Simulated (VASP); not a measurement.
# NbP in VASP: single point with PBE

Aim: the single point of NbP with PBE.

Program: VASP 6.6.1. These are calculated values, not measurements. Logs are shortened: lines on timing, memory, paths and dates and some standing lists are left out, and cuts for length are marked.

### 1 The cell of the first run

The cell holds a slab with vacuum, 6 atoms: a = 3.325 Å, b = 3.325 Å, c = 20.690 Å, α = 90.00°, β = 90.00°, γ = 90.00°.

### 2 Single point, PBE

INCAR reads:

```
SYSTEM = NbP
PREC = Accurate ; ENCUT = 400
EDIFF = 1E-6 ; ISMEAR = -1
SIGMA = 0.05 ; LREAL = .False.
LASPH = .True. ; NELM = 120
ALGO = Normal ; ISIF = 2
LWAVE = .False. ; LCHARG = .False.
LDIPOL = .True. ; IDIPOL = 3
DIPOL = 0.5 0.5 0.500 ; GGA = PE
NBANDS = 36 ; GGA_COMPAT = .False.
NELMDL = -8
```

KPOINTS reads:

```
Automatic mesh
0
Gamma
  8 8 1
  0 0 0
```

POSCAR reads:

```
NbP
1.0
    3.3250000000      0.0000000000      0.0000000000
    0.0000000000      3.3250000000      0.0000000000
    0.0000000000      0.0000000000     20.6900000000
Nb P
3 3
Direct
    0.5000000000      0.5000000000      0.3624939584
    0.0000000000      0.5000000000      0.5000000000
    0.0000000000      0.0000000000      0.6375060416
    0.0000000000      0.0000000000      0.3624939584
    0.5000000000      0.0000000000      0.5000000000
    0.5000000000      0.5000000000      0.6375060416
```

Potentials or basis: VASP PAW PBE potentials, release 64 (Nb_sv, P).

On the command line:

```bash
$ cat potpaw_PBE.64/Nb_sv/POTCAR potpaw_PBE.64/P/POTCAR > POTCAR
$ mpirun -np 1 vasp_std > vasp.out
```

OUTCAR:

```text
SYSTEM = NbP
   PREC = Accurate
   ENCUT = 400
   EDIFF = 1E-6
   ISMEAR = -1
   LREAL = .False.
   LASPH = .True.
   NELM = 120
   ISIF = 2
   GGA = PE
   NELMDL = -8

 ion  position               nearest neighbor table
   1  0.500  0.500  0.362-   4 2.35   4 2.35   4 2.35   4 2.35
   2  0.000  0.500  0.500-   5 2.35   5 2.35   5 2.35   5 2.35
   3  0.000  0.000  0.638-   6 2.35   6 2.35   6 2.35   6 2.35
   4  0.000  0.000  0.362-   1 2.35   1 2.35   1 2.35   1 2.35
   5  0.500  0.000  0.500-   2 2.35   2 2.35   2 2.35   2 2.35
   6  0.500  0.500  0.638-   3 2.35   3 2.35   3 2.35   3 2.35

  LATTYP: Found a simple tetragonal cell.
 ALAT       =     3.3250000000
 C/A-ratio  =     6.2225563910

  Lattice vectors:

 A1 = (   3.3250000000,   0.0000000000,   0.0000000000)
 A2 = (   0.0000000000,   3.3250000000,   0.0000000000)
 A3 = (   0.0000000000,   0.0000000000,  20.6900000000)

Analysis of symmetry for initial positions (statically):
=====================================================================
 Subroutine PRICEL returns:
 Original cell was already a primitive cell.

 Routine SETGRP: Setting up the symmetry group for a
 simple tetragonal supercell.

 Subroutine GETGRP returns: Found  8 space group operations
 (whereof  4 operations were pure point group operations)
 out of a pool of 16 trial point group operations.

The static configuration has the point symmetry C_2v.
 The point group associated with its full space group is D_2d.

Analysis of symmetry for dynamics (positions and initial velocities):
=====================================================================
 Subroutine PRICEL returns:
 Original cell was already a primitive cell.

 Routine SETGRP: Setting up the symmetry group for a
 simple tetragonal supercell.

 Subroutine GETGRP returns: Found  8 space group operations
 (whereof  4 operations were pure point group operations)
 out of a pool of 16 trial point group operations.

The dynamic configuration has the point symmetry C_2v.
 The point group associated with its full space group is D_2d.

 Subroutine INISYM returns: Found  8 space group operations
 (whereof  4 operations are pure point group operations),
 and found     1 'primitive' translations

----------------------------------------------------------------------------------------

                                     Primitive cell

  volume of cell :     228.7409

  direct lattice vectors                    reciprocal lattice vectors
     3.325000000  0.000000000  0.000000000     0.300751880  0.000000000  0.000000000
     0.000000000  3.325000000  0.000000000     0.000000000  0.300751880  0.000000000
     0.000000000  0.000000000 20.690000000     0.000000000  0.000000000  0.048332528

  length of vectors
     3.325000000  3.325000000 20.690000000     0.300751880  0.300751880  0.048332528

  position of ions in fractional coordinates (direct lattice)
     0.500000000  0.500000000  0.362493958
     0.000000000  0.500000000  0.500000000
     0.000000000  0.000000000  0.637506042
     0.000000000  0.000000000  0.362493958
     0.500000000  0.000000000  0.500000000
     0.500000000  0.500000000  0.637506042

  ion indices of the primitive-cell ions
   primitive index   ion index
                 1           1
                 2           2
                 3           3
                 4           4
                 5           5
                 6           6

----------------------------------------------------------------------------------------

 KPOINTS: Automatic mesh

Automatic generation of k-mesh.
 Grid dimensions read from file:
 generate k-points for:    8    8    1

 Generating k-lattice:

  Cartesian coordinates                     Fractional coordinates (reciprocal lattice)
     0.037593985  0.000000000  0.000000000     0.125000000  0.000000000  0.000000000
     0.000000000  0.037593985  0.000000000     0.000000000  0.125000000  0.000000000
     0.000000000  0.000000000  0.048332528     0.000000000  0.000000000  1.000000000

  Length of vectors
     0.037593985  0.037593985  0.048332528

  Shift w.r.t. Gamma in fractional coordinates (k-lattice)
     0.000000000  0.000000000  0.000000000

 Subroutine IBZKPT returns following result:
 ===========================================

 Found     15 irreducible k-points:

 Following reciprocal coordinates:
            Coordinates               Weight
  0.000000  0.000000  0.000000      1.000000
  0.125000  0.000000  0.000000      4.000000
  0.250000  0.000000  0.000000      4.000000
  0.375000  0.000000  0.000000      4.000000
  0.500000  0.000000  0.000000      2.000000
  0.125000  0.125000  0.000000      4.000000
  0.250000  0.125000  0.000000      8.000000
  0.375000  0.125000  0.000000      8.000000
  0.500000  0.125000  0.000000      4.000000
  0.250000  0.250000  0.000000      4.000000
  0.375000  0.250000  0.000000      8.000000
  0.500000  0.250000  0.000000      4.000000
  0.375000  0.375000  0.000000      4.000000
  0.500000  0.375000  0.000000      4.000000
  0.500000  0.500000  0.000000      1.000000
   k-points           NKPTS =     15   k-points in BZ     NKDIM =     15   number of bands    NBANDS=     36
   number of dos      NEDOS =    301   number of ions     NIONS =      6
   total plane-waves  NPLWV =  80640
   dimension x,y,z NGX =    24 NGY =   24 NGZ =  140
   dimension x,y,z NGXF=    48 NGYF=   48 NGZF=  280
   ions per type =               3   3
   NGX,Y,Z   is equivalent  to a cutoff of  12.00, 12.00, 11.25 a.u.
   NGXF,Y,Z  is equivalent  to a cutoff of  24.00, 24.00, 22.50 a.u.
 SYSTEM =  NbP
   PREC   = accura    normal or accurate (medium, high low for compatibility)
   ISTART =      0    job   : 0-new  1-cont  2-samecut
   ICHARG =      2    charge: 1-file 2-atom 10-const
   ISPIN  =      1    spin polarized calculation?
   LNONCOLLINEAR =      F non collinear calculations
   LSORBIT =      F    spin-orbit coupling
   LASPH  =      T    aspherical Exc in radial PAW
   ENCUT  =  400.0 eV  29.40 Ry    5.42 a.u.   5.42  5.42 33.74*2*pi/ulx,y,z
   NELM   =    120;   NELMIN=  2; NELMDL= -8     # of ELM steps
   EDIFF  = 0.1E-05   stopping-criterion for ELM
   LREAL  =      F    real-space projection
   EDIFFG = 0.1E-04   stopping-criterion for IOM
   NSW    =      0    number of steps for IOM
   IBRION =     -1    ionic relax: 0-MD 1-quasi-New 2-CG
   NFREE  =      0    steps in history (QN), initial steepest desc. (CG)
   ISIF   =      2    stress and relaxation
   ISYM   =      2    0-nonsym 1-usesym 2-fastsym
   POTIM  = 0.5000    time-step for ionic-motion
   TEBEG  =    0.0;   TEEND  =   0.0 temperature during run
   PSTRESS=    0.0 pullay stress
   NELECT =      54.0000    total number of electrons
   NUPDOWN=      -1.0000    fix difference up-down
   EMIN   =  10.00;   EMAX   =-10.00  energy-range for DOS
   EFERMI =   0.00;   METHOD = LEGACY
   ISMEAR =    -1;   SIGMA  =   0.05  broadening in eV -4-tet -1-fermi 0-gaus
   EFERMI_NEDOS =   21; number of points for ismear=-14 and -15
   IALGO  =     38    algorithm
   IMIX   =      4    mixing-type and parameters
     AMIX     =   0.40;   BMIX     =  1.00
     AMIX_MAG =   1.60;   BMIX_MAG =  1.00
  volume/ion in A,a.u.               =      38.12       257.27
  Fermi-wavevector in a.u.,A,eV,Ry     =   1.011793  1.912011 13.928614  1.023724
  Thomas-Fermi vector in A             =   2.144863
   LORBIT       =      0    0 simple, 1 ext, 2 COOP (PROOUT), +10 PAW based schemes
   GGA     = PE    functional components
   LHFCALC =     F    Hartree Fock is set to
   AEXX    =    0.0000 exact exchange contribution
   IVDW    =     0    specifies the selected vdW correction
   LEPSILON=     F    determine dielectric tensor
   LRPA    =     F    only Hartree local field effects (RPA)
 non-spin polarized calculation
  energy-cutoff  :      400.00
  volume of cell :      228.74
 maximum number of plane-waves:      4211
 NGX is ok and might be reduce to    24
   NGX = 11   NGY = 11   NGZ = 67

 number of electron      54.0000004 magnetization

 dipolmoment           0.000000      0.000000      0.000000 electrons x Angstroem

 Free energy of the ion-electron system (eV)
  ---------------------------------------------------
  ext. energy  EPLUGINS =         0.00000000
  ---------------------------------------------------
  free energy    TOTEN  =       -46.81895066 eV

  energy without entropy =      -46.78629178  energy(sigma->0) =      -46.80262122

 E-fermi :   2.4582     XC(G=0):  -5.7812

 val. band max:        2.4464942867   @ k =   0.5000   0.5000   0.0000
 cond. band min:       2.5381230341   @ k =   0.1250   0.0000   0.0000
 fundamental gap:      0.0916287474
 Fermi energy:         2.4582226275

 k-point     1 :       0.0000    0.0000    0.0000
  band No.  band energies     occupation
      1     -52.7596      2.00000
      2     -52.7574      2.00000
      3     -52.6758      2.00000
      4     -28.9234      2.00000
      5     -28.9234      2.00000
      6     -28.8843      2.00000
[... 28 lines left out ...]
     35       3.4503      0.00000
     36       4.2118      0.00000

 k-point     2 :       0.1250    0.0000    0.0000
  band No.  band energies     occupation
      1     -52.7562      2.00000
      2     -52.7542      2.00000
      3     -52.6727      2.00000
      4     -28.9743      2.00000
      5     -28.9351      2.00000
      6     -28.9178      2.00000
[... 28 lines left out ...]
     35       4.1859      0.00000
     36       4.6176      0.00000

 k-point     3 :       0.2500    0.0000    0.0000
  band No.  band energies     occupation
      1     -52.7480      2.00000
      2     -52.7464      2.00000
      3     -52.6652      2.00000
      4     -29.0949      2.00000
      5     -29.0528      2.00000
      6     -29.0213      2.00000
[... 28 lines left out ...]
     35       5.3493      0.00000
     36       6.0715      0.00000

 k-point     4 :       0.3750    0.0000    0.0000
  band No.  band energies     occupation
      1     -52.7398      2.00000
      2     -52.7386      2.00000
      3     -52.6577      2.00000
      4     -29.2126      2.00000
      5     -29.1660      2.00000
      6     -29.1428      2.00000
[... 28 lines left out ...]
     35       5.8370      0.00000
     36       6.0887      0.00000

 k-point     5 :       0.5000    0.0000    0.0000
  band No.  band energies     occupation
      1     -52.7364      2.00000
      2     -52.7353      2.00000
      3     -52.6546      2.00000
      4     -29.2606      2.00000
      5     -29.2117      2.00000
      6     -29.1928      2.00000
[... 304 lines left out ...]
 k-point    13 :       0.3750    0.3750    0.0000
  band No.  band energies     occupation
      1     -52.7214      2.00000
      2     -52.7211      2.00000
      3     -52.6410      2.00000
      4     -29.1508      2.00000
      5     -29.1505      2.00000
      6     -29.1124      2.00000
[... 28 lines left out ...]
     35       5.2897      0.00000
     36       5.3306      0.00000

 k-point    14 :       0.5000    0.3750    0.0000
  band No.  band energies     occupation
      1     -52.7182      2.00000
      2     -52.7181      2.00000
      3     -52.6381      2.00000
      4     -29.1932      2.00000
      5     -29.1494      2.00000
      6     -29.1395      2.00000
[... 28 lines left out ...]
     35       5.2289      0.00000
     36       5.3863      0.00000

 k-point    15 :       0.5000    0.5000    0.0000
  band No.  band energies     occupation
      1     -52.7151      2.00000
      2     -52.7151      2.00000
      3     -52.6353      2.00000
      4     -29.1815      2.00000
      5     -29.1815      2.00000
      6     -29.1441      2.00000
[... 28 lines left out ...]
     35       5.1525      0.00000
     36       5.1651      0.00000

------------------------ aborting loop because EDIFF is reached ----------------------------------------

 vacuum level on the upper side and lower side of the slab       (xc-potential included)        -0.172        -0.172

  FORCE on cell =-STRESS in cart. coord.  units (eV):
  Direction    XX          YY          ZZ          XY          YZ          ZX
  --------------------------------------------------------------------------------------
  -------------------------------------------------------------------------------------
  Total       18.0105512     18.0105512     -5.6406129      0.0000000      0.0000000      0.0000000
  in kB      126.1519005    126.1519005    -39.5087318      0.0000000      0.0000000      0.0000000
  external PRESSURE =      70.9316898 kB  Pullay stress =       0.0000000 kB

 VOLUME and BASIS-vectors are now :
 -----------------------------------------------------------------------------
  energy-cutoff  :      400.00
  volume of cell :      228.74
      direct lattice vectors                 reciprocal lattice vectors
     3.325000000  0.000000000  0.000000000     0.300751880  0.000000000  0.000000000
     0.000000000  3.325000000  0.000000000     0.000000000  0.300751880  0.000000000
     0.000000000  0.000000000 20.690000000     0.000000000  0.000000000  0.048332528

 POSITION                                       TOTAL-FORCE (eV/Angst)
 -----------------------------------------------------------------------------------
      1.66250      1.66250      7.50000         0.000000      0.000000      1.040629
      0.00000      1.66250     10.34500         0.000000      0.000000      0.000000
      0.00000      0.00000     13.19000         0.000000      0.000000     -1.040629
      0.00000      0.00000      7.50000         0.000000      0.000000     -0.092831
      1.66250      0.00000     10.34500         0.000000      0.000000      0.000000
      1.66250      1.66250     13.19000         0.000000      0.000000      0.092831
 -----------------------------------------------------------------------------------
    total drift:                                0.000000      0.000000      0.000000

  FREE ENERGIE OF THE ION-ELECTRON SYSTEM (eV)
  ---------------------------------------------------
  free  energy   TOTEN  =       -46.8189506551 eV

  energy  without entropy=      -46.7862917787  energy(sigma->0) =      -46.80262122

 vacuum level on the upper side and lower side of the slab         6.202         6.202
```

Wall time 3 min (1 thread of Intel Xeon 8259CL, shared host); peak memory 0.3 GiB.

Results:

* Free energy: -46.8190 eV
* Largest force: 1.041 eV/Å
* Band gap on the k mesh: zero (bands 27 and 28 overlap by 1.34 eV)

Forces on the atoms (eV/Å):
```
Nb   0.000  0.000  1.041
Nb   0.000  0.000  0.000
Nb   0.000  0.000 -1.041
P    0.000  0.000 -0.093
P    0.000  0.000  0.000
P    0.000  0.000  0.093
```

Levels at points of the mesh, in eV from the Fermi level:
| k point | band 23 | band 24 | band 25 | band 26 | band 27 | band 28 | band 29 | band 30 | band 31 | band 32 |
| --- | --- | --- | --- | --- | --- | --- | --- | --- | --- | --- |
| (0.00, 0.00, 0.00) | -1.00 | -1.00 | -0.88 | -0.88 | -0.73 | -0.56 | -0.40 | -0.05 | -0.05 | 0.10 |
| (0.50, 0.00, 0.00) | -4.44 | -2.78 | -0.78 | 0.45 | 0.78 | 1.14 | 1.27 | 1.87 | 2.13 | 2.33 |
| (0.50, 0.50, 0.00) | -2.77 | -2.40 | -2.06 | -1.64 | -1.44 | -0.01 | -0.01 | 0.97 | 1.34 | 1.34 |

The gap in the log of VASP goes by the Fermi energy; the results here count the filled bands.